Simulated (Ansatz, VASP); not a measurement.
# Al: VASP beside Ansatz

```xyz
4
Lattice="2.8521 0.0000 0.0000 -1.4260 2.4700 0.0000 0.0000 0.0000 9.1788" Properties=species:S:1:pos:R:3 pbc="T T T"
Al    0.0000    0.0000    0.0000
Al    0.0000    1.6466    2.2947
Al    0.0000    0.0000    4.5894
Al    1.4260    0.8233    6.8841
```

Alike in both runs: task single point; functional PBE; dispersion D3(BJ); k mesh 18 × 18 × 6; occupations gaussian, width 0.15 eV; no spin polarisation.

```csv
,VASP,Ansatz
version,VASP 6.6.1,Ansatz 0.2.0
potentials or method,"VASP PAW PBE potentials, release 64 (Al), cutoff 520 eV","scalar-relativistic, plane waves, PAW"
valence electrons in the cell,12,12
```

```tsv
	VASP	Ansatz	Ansatz less VASP
gap on the k mesh at the Fermi level (eV)	none	none	-
pressure (GPa)	-1.7	-1.6	+0.01
traceless stress, the component that is largest in VASP (GPa)	1.32	1.32	-0.003
```

A gap of «none» marks a metal or a gap that the smearing closes.
